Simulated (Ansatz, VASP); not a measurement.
# SiO2: VASP beside Ansatz

```
Si O
1.0
    -4.27542    4.27542    4.27542
     4.27542   -4.27542    4.27542
     4.27542    4.27542   -4.27542
Si O
8 16
Direct
  0.50000 0.00000 0.78559
  0.28559 0.28559 0.28559
  0.50000 0.00000 0.21441
  0.71441 0.71441 0.71441
  0.78559 0.50000 0.00000
  0.00000 0.21441 0.50000
  0.21441 0.50000 0.00000
  0.00000 0.78559 0.50000
  0.67170 0.92170 0.75000
  0.75000 0.67170 0.92170
  0.82830 0.57830 0.25000
  0.75000 0.17170 0.42170
  0.07830 0.25000 0.32830
  0.50000 0.00000 0.00000
  0.25000 0.82830 0.57830
  0.42170 0.75000 0.17170
  0.32830 0.07830 0.25000
  0.17170 0.42170 0.75000
  0.92170 0.75000 0.67170
  0.50000 0.50000 0.50000
  0.25000 0.32830 0.07830
  0.00000 0.50000 0.00000
  0.00000 0.00000 0.50000
  0.57830 0.25000 0.82830
```

Alike in both runs: functional LDA; k mesh 4 × 4 × 4; occupations gaussian, width 0.02 eV; no spin polarisation.

Ansatz relaxed the structure, and its values are those at the end. VASP's run is a single point on that final structure, the one shown.

|  | VASP | Ansatz |
| --- | --- | --- |
| version | VASP 6.6.1 | Ansatz 0.2.0 |
| potentials or method | VASP PAW LDA potentials, release 64 (Si, O), cutoff 520 eV | scalar-relativistic, plane waves, PAW |
| valence electrons in the cell | 128 | 128 |

Ansatz gave:

| Item | Value |
| --- | --- |
| gap on the k mesh at the Fermi level (eV) | 5.52 |
| least direct gap on the mesh (eV) | 5.60 |
| pressure (GPa) | -2.6 |
| rms of the force components (eV/Å) | 0.000 |

Q: Estimate VASP's values.

A: gap on the k mesh at the Fermi level (eV): 5.52; least direct gap on the mesh (eV): 5.60; pressure (GPa): -2.0; rms of the force components (eV/Å): 0.018.

LDA's correlation is that of Perdew and Zunger in VASP and of Perdew and Wang (1992) in Ansatz. Ansatz's warnings: stress scf threshold loose.
